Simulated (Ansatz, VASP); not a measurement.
## LiMgB4 in VASP and in Ansatz

The input INCAR:

```
  PREC = Accurate
  ENCUT = 600
  EDIFF = 1E-7
  ISMEAR = 0
  SIGMA = 0.1
  LREAL = False
  LASPH = True
  NELM = 100
  ALGO = Normal
  ISIF = 3
  LWAVE = False
  LCHARG = False
  GGA = PE
  IBRION = 2
  NSW = 90
  EDIFFG = -0.04
```

KPOINTS

```
Automatic mesh
0
Gamma
  6 6 4
```

File POSCAR:

```
LiMgB4
1.0
    3.0517213100      0.0000000000      0.0000000000
   -1.5258606600      2.6428681800      0.0000000000
    0.0000000000      0.0000000000      5.3501639300
Li Mg B
1 1 4
Direct
    0.0000000000      0.0000000000      0.5000000000
    0.0000000000      0.0000000000      0.0000000000
    0.3333333300      0.6666666700      0.7056011800
    0.6666666700      0.3333333300      0.7056011800
    0.3333333300      0.6666666700      0.2943988200
    0.6666666700      0.3333333300      0.2943988200
```

Input for Ansatz:

```yaml
crystal:
  lattice:
    - [3.05172131, 0.0, 0.0]
    - [-1.52586066, 2.64286818, 0.0]
    - [0.0, 0.0, 5.35016393]
  atoms:
    - { symbol: Li, position: [0.0, 0.0, 0.5] }
    - { symbol: Mg, position: [0.0, 0.0, 0.0] }
    - { symbol: B, position: [0.33333333, 0.66666667, 0.70560118] }
    - { symbol: B, position: [0.66666667, 0.33333333, 0.70560118] }
    - { symbol: B, position: [0.33333333, 0.66666667, 0.29439882] }
    - { symbol: B, position: [0.66666667, 0.33333333, 0.29439882] }
basis:
  ecutwfc: 420
kpoints:
  mp_grid: { grid: [6, 6, 4] }
hamiltonian:
  xc: pbe
scf:
  occupations: { method: gaussian, width: 0.1 }
  lower_state_search: "off"
output:
  forces: true
  stress: true
  eigenvalues: true
relax:
  adjacent_minimum: "off"
  f_tol: 0.04
  max_steps: 70
  cell: { stress_tol: 0.4 }
```

Alike in both runs: task relaxation of cell and atoms; functional PBE; k mesh 6 × 6 × 4; occupations gaussian, width 0.1 eV; no spin polarisation.

```csv
,VASP,Ansatz
version,VASP 6.6.1,Ansatz 0.2.0
potentials or method,"VASP PAW PBE potentials, release 64 (Li_sv, Mg, B), cutoff 600 eV","scalar-relativistic, plane waves, PAW"
valence electrons in the cell,17,25
```

Ansatz gave:

- gap on the k mesh at the Fermi level, each at its own relaxed structure (eV): none
- relaxed volume (Å³/atom): 9.36
- relaxed length of the cell vector where the two differ most in proportion (Å): 7.115

Problem. What did VASP give for the same quantities?

Solution. gap on the k mesh at the Fermi level, each at its own relaxed structure (eV): none; relaxed volume (Å³/atom): 9.30; relaxed length of the cell vector where the two differ most in proportion (Å): 7.063.

A gap of «none» marks a metal or a gap that the smearing closes. VASP's potentials hold 17 valence electrons a cell and Ansatz's 25, so a difference there can come from the potentials and not from the codes.

The k mesh is coarse, so the values compare programs but aren't converged. Noted on VASP's run: the cutoff is under 1.25 times that of the potentials, so the pressure is a little rough; the volume moved by over 15 % at a fixed basis, so the end points are rough.
